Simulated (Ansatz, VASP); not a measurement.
## La2SiF in VASP and in Ansatz

```
La Si F
1.0
    -4.25304    4.25304    2.73361
     4.25304   -4.25304    2.73361
     4.25304    4.25304   -2.73361
La Si F
4 2 2
Direct
  0.66953 0.83047 0.50000
  0.16953 0.66953 0.83906
  0.33047 0.16953 0.50000
  0.83047 0.33047 0.16094
  0.00000 0.00000 0.00000
  0.50000 0.50000 0.00000
  0.75000 0.25000 0.50000
  0.25000 0.75000 0.50000
```

Change from the starting cell: species swapped into the SrAgO2 type (I4/mcm, No. 140).

Alike in both runs: functional PBE; k mesh 8 × 8 × 8; occupations gaussian, width 0.1 eV; no spin polarisation.

Ansatz relaxed the structure, and its values are those at the end. VASP's run is a single point on that final structure, the one shown.

|  | VASP | Ansatz |
| --- | --- | --- |
| version | VASP 6.6.1 | Ansatz 0.2.0 |
| potentials or method | VASP PAW PBE potentials, release 64 (La, Si, F), cutoff 520 eV | scalar-relativistic, plane waves, PAW |
| valence electrons in the cell | 66 | 66 |

Ansatz gave:

| Item | Value |
| --- | --- |
| gap on the k mesh at the Fermi level (eV) | none |
| pressure (GPa) | 0.0 |
| rms of the force components (eV/Å) | 0.000 |

**Question.** Which values does VASP return?

**Answer.** gap on the k mesh at the Fermi level (eV): none; pressure (GPa): -0.1; rms of the force components (eV/Å): 0.008.

A gap of «none» marks a metal or a gap that the smearing closes.

Spin-orbit coupling is off throughout.
